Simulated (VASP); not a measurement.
# V (Im-3m) in VASP: notebook, part 2 of 3

VASP 6.6.1. Earlier steps stand in the parts before.

**4. Single point, revPBE+D4, collinear spin, ferromagnetic start**

This run uses another cell than the first one, of 13.23 Å³/atom.

File INCAR:

```
  PREC = Accurate
  ENCUT = 520
  EDIFF = 1E-7
  ISMEAR = -1
  SIGMA = 0.05
  LREAL = False
  LASPH = True
  NELM = 150
  ALGO = Normal
  ISIF = 2
  LWAVE = False
  LCHARG = False
  ISPIN = 2
  MAGMOM = 2
  LORBIT = 11
  LMAXMIX = 4
  GGA = RE
  IVDW = 13
  NBANDS = 16
```

File KPOINTS:

```
regular mesh
0
Gamma
  12 12 12
```

File POSCAR:

```
V
1.0
   -1.4898728048      1.4898728048      1.4898728048
    1.4898728048     -1.4898728048      1.4898728048
    1.4898728048      1.4898728048     -1.4898728048
V
1
Direct
    0.0000000000      0.0000000000      0.0000000000
```

Potentials or basis: VASP PAW PBE potentials, release 64 (V_sv).

The run is started by

```
$ cat potpaw_PBE.64/V_sv/POTCAR > POTCAR
$ mpirun -np 1 vasp_std > vasp.out
```

OUTCAR:

```text
PREC = Accurate
   ENCUT = 520
   EDIFF = 1E-7
   ISMEAR = -1
   LREAL = False
   LASPH = True
   NELM = 150
   ISIF = 2
   ISPIN = 2
   LORBIT = 11
   GGA = RE
   IVDW = 13

 ion  position               nearest neighbor table
   1  0.000  0.000  0.000-

  LATTYP: Found a body centered cubic cell.
 ALAT       =     2.9797456096

  Lattice vectors:

 A1 = (  -1.4898728048,   1.4898728048,   1.4898728048)
 A2 = (   1.4898728048,  -1.4898728048,   1.4898728048)
 A3 = (   1.4898728048,   1.4898728048,  -1.4898728048)

Analysis of symmetry for initial positions (statically):
=====================================================================
 Subroutine PRICEL returns:
 Original cell was already a primitive cell.

 Routine SETGRP: Setting up the symmetry group for a
 body centered cubic supercell.

 Subroutine GETGRP returns: Found 48 space group operations
 (whereof 48 operations were pure point group operations)
 out of a pool of 48 trial point group operations.

The static configuration has the point symmetry O_h .

Analysis of symmetry for dynamics (positions and initial velocities):
=====================================================================
 Subroutine PRICEL returns:
 Original cell was already a primitive cell.

 Routine SETGRP: Setting up the symmetry group for a
 body centered cubic supercell.

 Subroutine GETGRP returns: Found 48 space group operations
 (whereof 48 operations were pure point group operations)
 out of a pool of 48 trial point group operations.

The dynamic configuration has the point symmetry O_h .

Analysis of structural, dynamic, and magnetic symmetry:
=====================================================================
 Subroutine PRICEL returns:
 Original cell was already a primitive cell.

 Routine SETGRP: Setting up the symmetry group for a
 body centered cubic supercell.

 Subroutine GETGRP returns: Found 48 space group operations
 (whereof 48 operations were pure point group operations)
 out of a pool of 48 trial point group operations.

[... 136 lines left out ...]

 number of electron      12.9999993 magnetization      -0.0000116

 Free energy of the ion-electron system (eV)
  ---------------------------------------------------
  ext. energy  EPLUGINS =         0.00000000
  ---------------------------------------------------
  free energy    TOTEN  =        -8.60291572 eV

  energy without entropy =       -8.58511758  energy(sigma->0) =       -8.59401665

 E-fermi :  10.0073     XC(G=0): -12.9158

 val. band max:        9.9995581485   @ k =   0.1667   0.0000   0.0000
 cond. band min:      10.0455867476   @ k =  -0.3333   0.3333   0.1667
 fundamental gap:      0.0460285991
 Fermi energy:        10.0073336915

 spin component 1

 k-point     1 :       0.0000    0.0000    0.0000
  band No.  band energies     occupation
      1     -53.7788      1.00000
      2     -27.0003      1.00000
      3     -27.0003      1.00000
      4     -27.0003      1.00000
      5       3.3822      1.00000
      6      10.4388      0.00018
[... 435 lines left out ...]
      5       7.2442      1.00000
      6       8.7686      1.00000
[... 8 lines left out ...]
     15      39.8132      0.00000
     16      39.9384      0.00000

 [... further k-points ...]

 spin component 2

 k-point     1 :       0.0000    0.0000    0.0000
  band No.  band energies     occupation
      1     -53.7788      1.00000
      2     -27.0003      1.00000
      3     -27.0003      1.00000
      4     -27.0003      1.00000
      5       3.3822      1.00000
      6      10.4388      0.00018
[... 435 lines left out ...]
      5       7.2442      1.00000
      6       8.7686      1.00000
[... 8 lines left out ...]
     15      39.8132      0.00000
     16      39.9384      0.00000

 [... further k-points ...]

------------------------ aborting loop because EDIFF is reached ----------------------------------------

  DFT-D4 for vdW energy calculation

  Edisp (eV):   -0.52414

  FORCE on cell =-STRESS in cart. coord.  units (eV):
  Direction    XX          YY          ZZ          XY          YZ          ZX
  --------------------------------------------------------------------------------------
  -------------------------------------------------------------------------------------
  Total       0.02882     0.02882     0.02882     0.00000    -0.00000     0.00000
  in kB       3.49010     3.49010     3.49010     0.00000    -0.00000     0.00000
  external pressure =        3.49 kB  Pullay stress =        0.00 kB

 VOLUME and BASIS-vectors are now :
 -----------------------------------------------------------------------------
  energy-cutoff  :      520.00
  volume of cell :       13.23
      direct lattice vectors                 reciprocal lattice vectors
    -1.489872805  1.489872805  1.489872805     0.000000000  0.335599119  0.335599119
     1.489872805 -1.489872805  1.489872805     0.335599119  0.000000000  0.335599119
     1.489872805  1.489872805 -1.489872805     0.335599119  0.335599119  0.000000000

 POSITION                                       TOTAL-FORCE (eV/Angst)
 -----------------------------------------------------------------------------------
      0.00000      0.00000      0.00000        -0.000000      0.000000      0.000000
 -----------------------------------------------------------------------------------
    total drift:                                0.000000     -0.000000      0.000000

  FREE ENERGIE OF THE ION-ELECTRON SYSTEM (eV)
  ---------------------------------------------------
  free  energy   TOTEN  =        -9.1270594344 eV

  energy  without entropy=       -9.1092612925  energy(sigma->0) =       -9.11816036

 total charge

# of ion       s       p       d       tot
------------------------------------------
    1        2.345   6.228   3.104  11.678

 magnetization (x)

# of ion       s       p       d       tot
------------------------------------------
    1       -0.000  -0.000  -0.000  -0.000
```

stdout:

```text
POSCAR found type information on POSCAR V
 POSCAR found :  1 types and       1 ions
 scaLAPACK will be used
 -----------------------------------------------------------------------------
|                                                                             |
|                                                                             |
|     You enforced a specific xc type in the INCAR file but a different       |
|     I HOPE YOU KNOW WHAT YOU ARE DOING!                                     |
|                                                                             |
 -----------------------------------------------------------------------------

 LDA part: xc-table for (Slater+PW92), standard interpolation
 POSCAR, INCAR and KPOINTS ok, starting setup
 FFT: planning ... GRIDC
 FFT: planning ... GRID_SOFT
 FFT: planning ... GRID
 WAVECAR not read
 entering main loop
```

Run time: 73 s. Hardware: 1 thread of Intel Xeon 8259CL, shared host; peak memory 0.15 GiB.

Results:

| Quantity | Value |
| --- | --- |
| Free energy | -9.1271 eV |
| Pressure | 0.3 GPa |
| Net moment | 0.00 μB per cell |
| Valence electrons inside the program's atomic spheres | V 11.68 |
| Dispersion energy per atom | -0.524 eV |

Levels at points of the mesh, in eV from the Fermi level:
Spin up:
| k point | band 2 | band 3 | band 4 | band 5 | band 6 | band 7 | band 8 | band 9 | band 10 | band 11 |
| --- | --- | --- | --- | --- | --- | --- | --- | --- | --- | --- |
| (0.00, 0.00, 0.00) | -37.01 | -37.01 | -37.01 | -6.63 | 0.43 | 0.43 | 0.43 | 2.49 | 2.49 | 20.62 |
| (0.50, 0.00, 0.00) | -37.95 | -37.30 | -37.02 | -3.22 | -1.15 | 1.69 | 2.49 | 2.86 | 4.22 | 10.41 |
| (0.50, 0.50, 0.50) | -37.65 | -37.65 | -37.65 | -3.07 | -3.07 | 3.82 | 3.82 | 3.82 | 10.39 | 10.39 |
Spin down:
```tsv
k point	band 3	band 4	band 5	band 6	band 7	band 8	band 9	band 10
(0.00, 0.00, 0.00)	-37.01	-37.01	-6.63	0.43	0.43	0.43	2.49	2.49
(0.50, 0.00, 0.00)	-37.30	-37.02	-3.22	-1.15	1.69	2.49	2.86	4.22
(0.50, 0.50, 0.50)	-37.65	-37.65	-3.07	-3.07	3.82	3.82	3.82	10.39
```

Caveat: the moments typed at the start vanished in this run; the PAW data sets were made with another functional, which shifts forces and pressure a little.

[end of part 2 of 3]
